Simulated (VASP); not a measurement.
# Al3InAs4 in VASP: notebook

The runs below take Al3InAs4 through single point, with PBE.

Program: VASP 6.6.1. These are calculated values, not measurements. Logs are shortened: lines on timing, memory, paths and dates and some standing lists are left out, and cuts for length are marked.

### 1 The cell of the first run

Symmetry: P-43m, No. 215, cubic system. The conventional cell has a = 5.835 Å, b = 5.835 Å, c = 5.835 Å, α = 90.00°, β = 90.00°, γ = 90.00°. Al (site symmetry -42m) has 4 As at 2.49 Å within 3.3 Å. In (site symmetry -43m) has 4 As at 2.63 Å within 3.5 Å. As (site symmetry 3m) has 3 Al at 2.49 Å and 1 In at 2.63 Å within 3.3 Å.

### 2 Single point, PBE

Input file INCAR:

```
PREC     = Accurate       # precision mode
ENCUT    = 520            # plane-wave cutoff, eV
EDIFF    = 1E-7           # SCF threshold, eV
ISMEAR   = 0              # smearing method
SIGMA    = 0.1            # smearing width, eV
LREAL    = False          # projectors in reciprocal space
LASPH    = True           # aspherical terms in the spheres
NELM     = 80             # most SCF steps
ALGO     = Normal         # electronic algorithm
ISIF     = 2              # what is computed and relaxed
LWAVE    = False          # write WAVECAR
LCHARG   = False          # write CHGCAR
GGA      = PE             # functional
NBANDS   = 31             # bands
```

Input file KPOINTS:

```
regular mesh
0
Gamma
  2 2 2
```

Input file POSCAR:

```
Al3InAs4
1.0
    5.8354873000      0.0000000000      0.0000000000
    0.0000000000      5.8354873000      0.0000000000
    0.0000000000      0.0000000000      5.8354873000
Al In As
3 1 4
Direct
    0.5000000000      0.0000000000      0.0000000000
    0.0000000000      0.0000000000      0.5000000000
    0.0000000000      0.5000000000      0.0000000000
    0.5000000000      0.5000000000      0.5000000000
    0.7606310000      0.2393690000      0.7606310000
    0.7606310000      0.7606310000      0.2393690000
    0.2393690000      0.2393690000      0.2393690000
    0.2393690000      0.7606310000      0.7606310000
```

Potentials or basis: VASP PAW PBE potentials, release 64 (Al, In_d, As).

Run with:

```
$ cat potpaw_PBE.64/Al/POTCAR potpaw_PBE.64/In_d/POTCAR potpaw_PBE.64/As/POTCAR > POTCAR
$ mpirun -np 1 vasp_std > vasp.out
```

OUTCAR:

```text
PREC = Accurate
   ENCUT = 520
   EDIFF = 1E-7
   ISMEAR = 0
   LREAL = False
   LASPH = True
   NELM = 80
   ISIF = 2
   GGA = PE

 ion  position               nearest neighbor table
   1  0.500  0.000  0.000-   5 2.49   6 2.49   7 2.49   8 2.49
   2  0.000  0.000  0.500-   5 2.49   6 2.49   7 2.49   8 2.49
   3  0.000  0.500  0.000-   5 2.49   6 2.49   7 2.49   8 2.49
   4  0.500  0.500  0.500-   5 2.63   6 2.63   7 2.63   8 2.63
   5  0.761  0.239  0.761-   1 2.49   2 2.49   3 2.49   4 2.63
   6  0.761  0.761  0.239-   1 2.49   2 2.49   3 2.49   4 2.63
   7  0.239  0.239  0.239-   1 2.49   2 2.49   3 2.49   4 2.63
   8  0.239  0.761  0.761-   1 2.49   2 2.49   3 2.49   4 2.63

  LATTYP: Found a simple cubic cell.
 ALAT       =     5.8354873000

  Lattice vectors:

 A1 = (   5.8354873000,   0.0000000000,   0.0000000000)
 A2 = (   0.0000000000,   5.8354873000,   0.0000000000)
 A3 = (   0.0000000000,   0.0000000000,   5.8354873000)

Analysis of symmetry for initial positions (statically):
=====================================================================
 Subroutine PRICEL returns:
 Original cell was already a primitive cell.

 Routine SETGRP: Setting up the symmetry group for a
 simple cubic supercell.

 Subroutine GETGRP returns: Found 24 space group operations
 (whereof 24 operations were pure point group operations)
 out of a pool of 48 trial point group operations.

The static configuration has the point symmetry T_d .

Analysis of symmetry for dynamics (positions and initial velocities):
=====================================================================
 Subroutine PRICEL returns:
 Original cell was already a primitive cell.

 Routine SETGRP: Setting up the symmetry group for a
 simple cubic supercell.

 Subroutine GETGRP returns: Found 24 space group operations
 (whereof 24 operations were pure point group operations)
 out of a pool of 48 trial point group operations.

The dynamic configuration has the point symmetry T_d .

 Subroutine INISYM returns: Found 24 space group operations
 (whereof 24 operations are pure point group operations),
 and found     1 'primitive' translations

----------------------------------------------------------------------------------------

                                     Primitive cell

  volume of cell :     198.7153

  direct lattice vectors                    reciprocal lattice vectors
     5.835487300  0.000000000  0.000000000     0.171365295  0.000000000  0.000000000
     0.000000000  5.835487300  0.000000000     0.000000000  0.171365295  0.000000000
     0.000000000  0.000000000  5.835487300     0.000000000  0.000000000  0.171365295

  length of vectors
     5.835487300  5.835487300  5.835487300     0.171365295  0.171365295  0.171365295

  position of ions in fractional coordinates (direct lattice)
     0.500000000  0.000000000  0.000000000
     0.000000000  0.000000000  0.500000000
     0.000000000  0.500000000  0.000000000
     0.500000000  0.500000000  0.500000000
     0.760631000  0.239369000  0.760631000
     0.760631000  0.760631000  0.239369000
     0.239369000  0.239369000  0.239369000
     0.239369000  0.760631000  0.760631000

  ion indices of the primitive-cell ions
   primitive index   ion index
                 1           1
                 2           2
                 3           3
                 4           4
                 5           5
                 6           6
                 7           7
                 8           8

----------------------------------------------------------------------------------------

 KPOINTS: regular mesh

Automatic generation of k-mesh.
 Grid dimensions read from file:
 generate k-points for:    2    2    2

 Generating k-lattice:

  Cartesian coordinates                     Fractional coordinates (reciprocal lattice)
     0.085682647  0.000000000  0.000000000     0.500000000  0.000000000  0.000000000
     0.000000000  0.085682647  0.000000000     0.000000000  0.500000000  0.000000000
     0.000000000  0.000000000  0.085682647     0.000000000  0.000000000  0.500000000

  Length of vectors
     0.085682647  0.085682647  0.085682647

  Shift w.r.t. Gamma in fractional coordinates (k-lattice)
     0.000000000  0.000000000  0.000000000

 Subroutine IBZKPT returns following result:
 ===========================================

 Found      4 irreducible k-points:

 Following reciprocal coordinates:
            Coordinates               Weight
  0.000000  0.000000  0.000000      1.000000
  0.500000  0.000000  0.000000      3.000000
  0.500000  0.500000  0.000000      3.000000
  0.500000  0.500000  0.500000      1.000000
   k-points           NKPTS =      4   k-points in BZ     NKDIM =      4   number of bands    NBANDS=     31
   number of dos      NEDOS =    301   number of ions     NIONS =      8
   total plane-waves  NPLWV = 110592
   dimension x,y,z NGX =    48 NGY =   48 NGZ =   48
   dimension x,y,z NGXF=    96 NGYF=   96 NGZF=   96
   ions per type =               3   1   4
   NGX,Y,Z   is equivalent  to a cutoff of  13.67, 13.67, 13.67 a.u.
   NGXF,Y,Z  is equivalent  to a cutoff of  27.35, 27.35, 27.35 a.u.
 SYSTEM =  unknown system
   PREC   = accura    normal or accurate (medium, high low for compatibility)
   ISTART =      0    job   : 0-new  1-cont  2-samecut
   ICHARG =      2    charge: 1-file 2-atom 10-const
   ISPIN  =      1    spin polarized calculation?
   LNONCOLLINEAR =      F non collinear calculations
   LSORBIT =      F    spin-orbit coupling
   LASPH  =      T    aspherical Exc in radial PAW
   ENCUT  =  520.0 eV  38.22 Ry    6.18 a.u.  10.85 10.85 10.85*2*pi/ulx,y,z
   NELM   =     80;   NELMIN=  2; NELMDL= -5     # of ELM steps
   EDIFF  = 0.1E-06   stopping-criterion for ELM
   LREAL  =      F    real-space projection
   EDIFFG = 0.1E-05   stopping-criterion for IOM
   NSW    =      0    number of steps for IOM
   IBRION =     -1    ionic relax: 0-MD 1-quasi-New 2-CG
   NFREE  =      0    steps in history (QN), initial steepest desc. (CG)
   ISIF   =      2    stress and relaxation
   ISYM   =      2    0-nonsym 1-usesym 2-fastsym
   POTIM  = 0.5000    time-step for ionic-motion
   TEBEG  =    0.0;   TEEND  =   0.0 temperature during run
   PSTRESS=    0.0 pullay stress
   NELECT =      42.0000    total number of electrons
   NUPDOWN=      -1.0000    fix difference up-down
   EMIN   =  10.00;   EMAX   =-10.00  energy-range for DOS
   EFERMI =   0.00;   METHOD = LEGACY
   ISMEAR =     0;   SIGMA  =   0.10  broadening in eV -4-tet -1-fermi 0-gaus
   EFERMI_NEDOS =   21; number of points for ismear=-14 and -15
   IALGO  =     38    algorithm
   IMIX   =      4    mixing-type and parameters
     AMIX     =   0.40;   BMIX     =  1.00
     AMIX_MAG =   1.60;   BMIX_MAG =  1.00
  volume/ion in A,a.u.               =      24.84       167.62
  Fermi-wavevector in a.u.,A,eV,Ry     =   0.975171  1.842806 12.938577  0.950959
  Thomas-Fermi vector in A             =   2.105689
   LORBIT       =      0    0 simple, 1 ext, 2 COOP (PROOUT), +10 PAW based schemes
   GGA     = PE    functional components
   LHFCALC =     F    Hartree Fock is set to
   AEXX    =    0.0000 exact exchange contribution
   IVDW    =     0    specifies the selected vdW correction
   LEPSILON=     F    determine dielectric tensor
   LRPA    =     F    only Hartree local field effects (RPA)
 non-spin polarized calculation
 Gauss-broadening in eV      SIGMA  =   0.10
  energy-cutoff  :      520.00
  volume of cell :      198.72
 maximum number of plane-waves:      5400
 NGX is ok and might be reduce to    48
   NGX = 21   NGY = 21   NGZ = 21

 number of electron      41.9999992 magnetization

 Free energy of the ion-electron system (eV)
  ---------------------------------------------------
  ext. energy  EPLUGINS =         0.00000000
  ---------------------------------------------------
  free energy    TOTEN  =       -35.28149690 eV

  energy without entropy =      -35.28149690  energy(sigma->0) =      -35.28149690

 E-fermi :   4.2595     XC(G=0):  -8.8952

 val. band max:        3.7434142957   @ k =   0.0000   0.0000   0.0000
 cond. band min:       4.8928168525   @ k =   0.0000   0.0000   0.0000
 fundamental gap:      1.1494025567
 Fermi energy:         4.2595055359

 k-point     1 :       0.0000    0.0000    0.0000
  band No.  band energies     occupation
      1     -10.3111      2.00000
      2     -10.3111      2.00000
      3     -10.3111      2.00000
      4     -10.1934      2.00000
      5     -10.1934      2.00000
      6      -7.8708      2.00000
[... 23 lines left out ...]
     30       7.8978      0.00000
     31       7.8978      0.00000

 k-point     2 :       0.5000    0.0000    0.0000
  band No.  band energies     occupation
      1     -10.3153      2.00000
      2     -10.3135      2.00000
      3     -10.3135      2.00000
      4     -10.1930      2.00000
      5     -10.1914      2.00000
      6      -7.1498      2.00000
[... 23 lines left out ...]
     30       9.0348      0.00000
     31       9.0348      0.00000

 k-point     3 :       0.5000    0.5000    0.0000
  band No.  band energies     occupation
      1     -10.3197      2.00000
      2     -10.3153      2.00000
      3     -10.3153      2.00000
      4     -10.1920      2.00000
      5     -10.1900      2.00000
      6      -6.6549      2.00000
[... 23 lines left out ...]
     30       9.1201      0.00000
     31       9.4172      0.00000

 k-point     4 :       0.5000    0.5000    0.5000
  band No.  band energies     occupation
      1     -10.3192      2.00000
      2     -10.3192      2.00000
      3     -10.3192      2.00000
      4     -10.1899      2.00000
      5     -10.1899      2.00000
      6      -6.6296      2.00000
[... 23 lines left out ...]
     30       8.4410      0.00000
     31       8.4410      0.00000

------------------------ aborting loop because EDIFF is reached ----------------------------------------

  FORCE on cell =-STRESS in cart. coord.  units (eV):
  Direction    XX          YY          ZZ          XY          YZ          ZX
  --------------------------------------------------------------------------------------
  -------------------------------------------------------------------------------------
  Total        0.2442935      0.2442935      0.2442935     -0.0000000      0.0000000     -0.0000000
  in kB        1.9696594      1.9696594      1.9696594     -0.0000000      0.0000000     -0.0000000
  external PRESSURE =       1.9696594 kB  Pullay stress =       0.0000000 kB

 VOLUME and BASIS-vectors are now :
 -----------------------------------------------------------------------------
  energy-cutoff  :      520.00
  volume of cell :      198.72
      direct lattice vectors                 reciprocal lattice vectors
     5.835487300  0.000000000  0.000000000     0.171365295  0.000000000  0.000000000
     0.000000000  5.835487300  0.000000000     0.000000000  0.171365295  0.000000000
     0.000000000  0.000000000  5.835487300     0.000000000  0.000000000  0.171365295

 POSITION                                       TOTAL-FORCE (eV/Angst)
 -----------------------------------------------------------------------------------
      2.91774      0.00000      0.00000         0.000000     -0.000000     -0.000000
      0.00000      0.00000      2.91774         0.000000     -0.000000     -0.000000
      0.00000      2.91774      0.00000         0.000000     -0.000000     -0.000000
      2.91774      2.91774      2.91774         0.000000     -0.000000     -0.000000
      4.43865      1.39683      4.43865         0.030215     -0.030215      0.030215
      4.43865      4.43865      1.39683         0.030215      0.030215     -0.030215
      1.39683      1.39683      1.39683        -0.030215     -0.030215     -0.030215
      1.39683      4.43865      4.43865        -0.030215      0.030215      0.030215
 -----------------------------------------------------------------------------------
    total drift:                                0.000000      0.000000     -0.000000

  FREE ENERGIE OF THE ION-ELECTRON SYSTEM (eV)
  ---------------------------------------------------
  free  energy   TOTEN  =       -35.2814969034 eV

  energy  without entropy=      -35.2814969034  energy(sigma->0) =      -35.28149690
```

Wall time 41 s (1 thread of Intel Xeon 6975P-C, shared host); peak memory 0.33 GiB.

What came out:

```yaml
Free_energy: -35.2815 eV
Pressure: 0.2 GPa
Largest_force: 0.052 eV/Å
Band_gap_on_the_k_mesh: 1.15 eV, direct
```

Forces in eV/Å, atoms in the order of the input:
```
Al   0.000  0.000  0.000
Al   0.000  0.000  0.000
Al   0.000  0.000  0.000
In   0.000  0.000  0.000
As   0.030 -0.030  0.030
As   0.030  0.030 -0.030
As  -0.030 -0.030 -0.030
As  -0.030  0.030  0.030
```

Levels at points of the mesh, in eV from the valence-band top:
```csv
k point,band 19,band 20,band 21,band 22,band 23,band 24
"(0.00, 0.00, 0.00)",0.00,0.00,0.00,1.15,1.60,1.60
"(0.50, 0.00, 0.00)",-1.44,-1.08,-1.08,2.36,2.61,3.26
"(0.50, 0.50, 0.00)",-0.88,-0.70,-0.70,2.94,2.94,3.06
"(0.50, 0.50, 0.50)",-0.51,-0.51,-0.51,1.41,1.77,1.77
```

Caveat: the k points lie up to 0.54 Å⁻¹ apart; spin-orbit coupling is left out, which moves the levels of the heavy elements. As with any semilocal functional, this PBE gap is likely too small.

### 3 Single point, PBE

Input file INCAR:

```
ALGO = Normal
EDIFF = 1E-7
ENCUT = 520
GGA = PE
ISIF = 2
ISMEAR = 0
LASPH = True
LCHARG = False
LREAL = False
LWAVE = False
NBANDS = 31
NELM = 80
PREC = Accurate
SIGMA = 0.1
```

Input file KPOINTS:

```
k-points
0
Gamma
  2 2 2
```

Input file POSCAR:

```
Al3InAs4
1.0
    5.8358495087      0.0006245751     -0.0006246390
    0.0006107821      5.8382954942      0.0009282841
   -0.0006210650      0.0009569390      5.8358798517
Al In As
3 1 4
Direct
    0.4999636948      0.0000809643      0.0000252081
   -0.0000059000     -0.0000363302      0.4999780009
   -0.0000722307      0.5000135612     -0.0000697603
    0.4999195425      0.5000270316      0.4999478860
    0.7611571251      0.2388592990      0.7610948360
    0.7611785492      0.7610614418      0.2389114773
    0.2388888797      0.2389044519      0.2389122915
    0.2389703393      0.7610895804      0.7612000605
```

Potentials or basis: VASP PAW PBE potentials, release 64 (Al, In_d, As).

Run with:

```
$ cat potpaw_PBE.64/Al/POTCAR potpaw_PBE.64/In_d/POTCAR potpaw_PBE.64/As/POTCAR > POTCAR
$ mpirun -np 1 vasp_std > vasp.out
```

It took 65 s on 1 thread of Intel Xeon 6975P-C, shared host; peak memory 0.34 GiB.

The run converged. Its results:

| Quantity | Value |
| --- | --- |
| Free energy | -35.2821 eV |
| Pressure | 0.1 GPa |
| Largest force | 0.005 eV/Å |
| Band gap on the k mesh | 1.14 eV, direct |

Forces on the atoms (eV/Å):
```
Al   0.003 -0.002  0.001
Al   0.002  0.000  0.002
Al   0.002 -0.001  0.001
In   0.002  0.000  0.002
As  -0.004  0.002 -0.002
As  -0.004  0.000  0.000
As  -0.001  0.001  0.000
As  -0.001 -0.001 -0.004
```

Levels at points of the mesh, in eV from the valence-band top:
```
           k point  band 17  band 18  band 19  band 20  band 21  band 22  band 23  band 24  band 25  band 26
(0.00, 0.00, 0.00)    -2.05    -2.05     0.00     0.00     0.00     1.14     1.61     1.61     1.61     1.64
(0.50, 0.00, 0.00)    -2.72    -1.45    -1.45    -1.07    -1.07     2.35     2.61     3.25     3.42     4.26
(0.00, 0.50, 0.00)    -2.72    -1.45    -1.45    -1.07    -1.07     2.35     2.61     3.25     3.41     4.26
(0.50, 0.50, 0.00)    -2.65    -1.24    -0.88    -0.69    -0.69     2.93     2.93     3.05     3.54     5.24
(0.00, 0.00, 0.50)    -2.72    -1.45    -1.45    -1.07    -1.07     2.35     2.61     3.25     3.42     4.26
(0.50, 0.00, 0.50)    -2.65    -1.23    -0.88    -0.69    -0.69     2.93     2.93     3.05     3.54     5.24
(0.00, 0.50, 0.50)    -2.65    -1.24    -0.88    -0.69    -0.69     2.93     2.93     3.05     3.54     5.24
(0.50, 0.50, 0.50)    -0.96    -0.96    -0.51    -0.51    -0.50     1.40     1.76     1.77     1.77     4.35
```

Caveat: the k points lie up to 0.54 Å⁻¹ apart; spin-orbit coupling is left out, which moves the levels of the heavy elements.

(Continued in part 2 of 2.)
